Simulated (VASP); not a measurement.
LuAl2Ge2, 5 atoms in the cell. It takes space group P-3m1 (No. 164, trigonal). The conventional cell has a = 4.248 Å, b = 4.248 Å, c = 6.512 Å, α = 90.00°, β = 90.00°, γ = 120.00°. Lu (site symmetry -3m) has 6 Ge at 2.96 Å and 6 Al at 3.36 Å within 3.9 Å. Al (site symmetry 3m) has 4 Ge at 2.54 to 2.56 Å and 3 Al at 3.12 Å and 3 Lu at 3.36 Å within 3.4 Å. Ge (site symmetry 3m) has 4 Al at 2.54 to 2.56 Å and 3 Lu at 2.96 Å within 3.3 Å. 

| Quantity | Value |
| --- | --- |
| Program | VASP 6.6.1 |
| Task | single point |
| Functional | r2SCAN |
| Potentials or basis | VASP PAW PBE potentials, release 64 (Lu, Al, Ge_d) |
| Cutoff | 520 eV |
| k mesh | 9 × 9 × 5 |
| Occupations | fermi-dirac, width 0.1 eV |
| Spin | no spin polarisation |
| Dipole correction | no |
| Further INCAR settings | ALGO = Normal; EDIFF = 1e-06; NBANDS = 38 |

Potentials or basis: VASP PAW PBE potentials, release 64 (Lu, Al, Ge_d).

The run is started by

```console
$ cat potpaw_PBE.64/Lu/POTCAR potpaw_PBE.64/Al/POTCAR potpaw_PBE.64/Ge_d/POTCAR > POTCAR
$ cp INCAR.step1 INCAR
$ mpirun -np 1 vasp_std > vasp.out
$ cp INCAR.step2 INCAR
$ mpirun -np 1 vasp_std > vasp.out
```

Hardware: 1 thread of Intel Xeon 8259CL, with other jobs on the host.

**Question.** How long does it take, and how much memory?

**Answer.** It took 13 min on 1 thread of Intel Xeon 8259CL, on a shared host, peak memory 0.34 GiB. Counts: k points 50.
